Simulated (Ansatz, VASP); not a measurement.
**Two plane-wave programs on Ru**

Contents of POSCAR:

```
Ru
1.0
    2.4462764308      0.0000000000      0.0000000000
    0.0000000000      2.4462764308      0.0000000000
    0.0000000000      0.0000000000      2.4462764308
Ru
1
Direct
    0.0000000000      0.0000000000      0.0000000000
```

The input INCAR.step1:

```
SYSTEM = Ru
PREC = Accurate ; ENCUT = 620
ISMEAR = -1 ; SIGMA = 0.1
LREAL = .False. ; LASPH = .True.
NELM = 120 ; GGA = PE
ALGO = Normal ; EDIFF = 1E-5
LWAVE = .True. ; LCHARG = .False.
GGA_COMPAT = .False. ; IBRION = 2
ISIF = 3 ; EDIFFG = -0.005
NELMIN = 4 ; NSW = 100
```

File INCAR.step2:

```
SYSTEM = Ru
PREC = Accurate ; ENCUT = 620
EDIFF = 1E-7 ; ISMEAR = -1
SIGMA = 0.1 ; LREAL = .False.
LASPH = .True. ; NELM = 120
ALGO = Normal ; ISIF = 3
LWAVE = .False. ; LCHARG = .False.
METAGGA = R2SCAN ; LMIXTAU = .True.
IBRION = 2 ; NSW = 80
EDIFFG = -0.01 ; ISTART = 1
GGA_COMPAT = .False. ; NELMIN = 4
```

The input KPOINTS:

```
Automatic mesh
0
Gamma
  13 13 13
  0 0 0
```

Input for Ansatz:

```yaml
crystal:
  lattice:
    - [2.4462764308, 0.0, 0.0]
    - [0.0, 2.4462764308, 0.0]
    - [0.0, 0.0, 2.4462764308]
  atoms:
    - { symbol: Ru, position: [0.0, 0.0, 0.0] }
hamiltonian:
  xc: r2scan
  pseudopotentials:
    kind: paw
    azcp:
      Ru: "pseudopotentials/Ru.paw.azcp"
basis:
  ecutwfc: 500
  fft_grid_basis: typed
kpoints:
  mp_grid: { grid: [13, 13, 13], shift: [0, 0, 0] }
magnetization:
  spin_polarized: false
scf:
  occupations: { method: fermi_dirac, width: 0.1 }
relax:
  max_steps: 60
  f_tol: 0.01
  cell: {}
```

Alike in both runs: task relaxation of cell and atoms; functional r2SCAN; k mesh 13 × 13 × 13; occupations fermi-dirac, width 0.1 eV; no spin polarisation.

```csv
,VASP,Ansatz
version,VASP 6.6.1,Ansatz 0.2.0
potentials or method,"VASP PAW PBE potentials, release 64 (Ru_sv), cutoff 620 eV","plane waves (500 eV) with PAW, scalar-relativistic"
valence electrons in the cell,16,16
```

```csv
,VASP,Ansatz,Ansatz less VASP
relaxed volume (Å³/atom),15.48,15.47,-0.016
relaxed length of the cell vector where the two differ most in proportion (Å),2.492,2.491,-0.0009
```

VASP's potentials were made for PBE, not for r2SCAN.
